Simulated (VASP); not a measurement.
A run of VASP 6.6.1:

INCAR

```
PREC = Accurate
ENCUT = 520
EDIFF = 1E-6
ISMEAR = 1
SIGMA = 0.15
LREAL = False
LASPH = True
NELM = 80
ALGO = Normal
ISIF = 2
LWAVE = False
LCHARG = False
GGA = PE
NBANDS = 11
```

Contents of KPOINTS:

```
Automatic mesh
0
Gamma
  14 14 14
```

File POSCAR:

```
C
1.0
    0.0000000000      2.1270000000      3.3480000000
    1.2280000000      0.0000000000      3.3480000000
    1.2280000000      2.1270000000      0.0000000000
C
2
Direct
    0.1666700000      0.8333300000      0.1666700000
    0.8333300000      0.1666700000      0.8333300000
```

Potentials or basis: VASP PAW PBE potentials, release 64 (C).

Launch:

```bash
$ cat potpaw_PBE.64/C/POTCAR > POTCAR
$ mpirun -np 1 vasp_std > vasp.out
```

Hardware: 1 thread of Intel(R) Xeon(R) 6975P-C (Granite Rapids), with other jobs on the host.

Question: How long does it take, and how much memory?

Answer: It took 35 s on 1 thread of Intel(R) Xeon(R) 6975P-C (Granite Rapids), with other jobs on the host, peak memory 0.18 GiB. Counts: scf iterations 11, k points 428.
